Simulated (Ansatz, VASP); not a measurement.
## CdO: VASP beside Ansatz

File INCAR:

```
SYSTEM = CdO
PREC = Accurate
ENCUT = 600
EDIFF = 1E-6
ISMEAR = 0
SIGMA = 0.1
LREAL = .False.
LASPH = .True.
NELM = 120
ALGO = Normal
ISIF = 2
LWAVE = .False.
LCHARG = .False.
GGA = PE
NBANDS = 16
GGA_COMPAT = .False.
```

Contents of KPOINTS:

```
Automatic mesh
0
Gamma
  16 16 16
  0 0 0
```

The input POSCAR:

```
CdO
1.0
    0.0000000000      2.3791220985      2.3791220985
    2.3791220985      0.0000000000      2.3791220985
    2.3791220985      2.3791220985      0.0000000000
Cd O
1 1
Direct
    0.0000000000      0.0000000000      0.0000000000
    0.5000000000      0.5000000000      0.5000000000
```

Input for Ansatz:

```yaml
crystal:
  lattice:
    - [0.0, 2.3791220985, 2.3791220985]
    - [2.3791220985, 0.0, 2.3791220985]
    - [2.3791220985, 2.3791220985, 0.0]
  atoms:
    - { symbol: Cd, position: [0.0, 0.0, 0.0] }
    - { symbol: O, position: [0.5, 0.5, 0.5] }
basis:
  ecutwfc: 420
kpoints:
  mp_grid: { grid: [16, 16, 16] }
hamiltonian:
  xc: pbe
scf:
  occupations: { method: gaussian, width: 0.1 }
output:
  forces: true
  stress: true
  eigenvalues: true
```

Alike in both runs: task single point; functional PBE; k mesh 16 × 16 × 16; occupations gaussian, width 0.1 eV; no spin polarisation.

```csv
,VASP,Ansatz
version,VASP 6.6.1,Ansatz 0.2.0
potentials or method,"VASP PAW PBE potentials, release 64 (Cd, O), cutoff 600 eV","scalar-relativistic, plane waves, PAW"
valence electrons in the cell,18,26
```

|  | VASP | Ansatz | Ansatz less VASP |
| --- | --- | --- | --- |
| gap on the k mesh at the Fermi level (eV) | none | none | - |
| pressure (GPa) | 1.8 | 0.8 | -1.03 |

A gap of «none» marks a metal or a gap that the smearing closes. VASP's potentials hold 18 valence electrons a cell and Ansatz's 26, so a difference there can come from the potentials and not from the codes.
